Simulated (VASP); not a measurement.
Set up this calculation in VASP 6.6.1, as the native input.

* Task: single point
* Functional: LDA
* Potentials or basis: VASP PAW LDA potentials, release 64 (Cu)
* Cutoff: 520 eV
* k mesh: 24 × 24 × 24
* Occupations: gaussian, width 0.15 eV
* Spin: no spin polarisation
* Dipole correction: no
* Further INCAR settings: ALGO = Normal; EDIFF = 1e-07; NBANDS = 12

The structure of Cu lies in POSCAR:

```
Cu
1.0
   -1.3940000401      1.3940000401      1.3498102388
    1.3940000401     -1.3940000401      1.3498102388
    1.3940000401      1.3940000401     -1.3498102388
Cu
1
Direct
    0.0000000000      0.0000000000      0.0000000000
```

These files were run (other wordings do the same):

INCAR

```
SYSTEM = Cu
PREC     = Accurate       ! precision mode
ENCUT    = 520            ! plane-wave cutoff, eV
EDIFF    = 1E-7           ! SCF threshold, eV
ISMEAR   = 0              ! smearing method
SIGMA    = 0.15           ! smearing width, eV
LREAL    = .False.        ! projectors in reciprocal space
LASPH    = .True.         ! aspherical terms in the spheres
NELM     = 80             ! most SCF steps
ALGO     = Normal         ! electronic algorithm
ISIF     = 2              ! what is computed and relaxed
LWAVE    = .False.        ! write WAVECAR
LCHARG   = .False.        ! write CHGCAR
GGA      = CA             ! functional
NBANDS   = 12             ! bands
```

KPOINTS

```
Automatic mesh
0
Gamma
  24 24 24
  0 0 0
```

Potentials or basis: VASP PAW LDA potentials, release 64 (Cu).

Launch:

```sh
$ cat potpaw_LDA.64/Cu/POTCAR > POTCAR
$ mpirun -np 1 vasp_std > vasp.out
```

Results of the run:

The pressure is 9.3 GPa and the band gap on the k mesh is zero (an odd number of electrons rules out a gap without spin polarisation).

Caveat: the cell stands under pressure.

It took 55 s on 1 thread of Intel(R) Xeon(R) 6975P-C (Granite Rapids), on a shared host, peak memory 0.23 GiB.
